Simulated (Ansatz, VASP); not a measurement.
**Li2S: VASP beside Ansatz**

```
Li S
1.0
     0.00000    2.83517    2.83517
     2.83517    0.00000    2.83517
     2.83517    2.83517    0.00000
Li S
2 1
Direct
  0.75000 0.75000 0.75000
  0.25000 0.25000 0.25000
  0.00000 0.00000 0.00000
```

Alike in both runs: task single point; functional PBE; k mesh 4 × 4 × 4; occupations gaussian, width 0.0037 eV; no spin polarisation.

|  | VASP | Ansatz |
| --- | --- | --- |
| version | VASP 6.6.1 | Ansatz 0.2.0 |
| potentials or method | VASP PAW PBE potentials, release 64 (Li_sv, S), cutoff 750 eV | scalar-relativistic, plane waves, PAW |
| valence electrons in the cell | 12 | 12 |

```tsv
	VASP	Ansatz	Ansatz less VASP
gap on the k mesh at the Fermi level (eV)	3.37	3.38	+0.004
least direct gap on the mesh (eV)	4.34	4.34	-0.001
pressure (GPa)	0.6	0.8	+0.20
```

The k mesh is coarse, so the values compare programs but aren't converged.
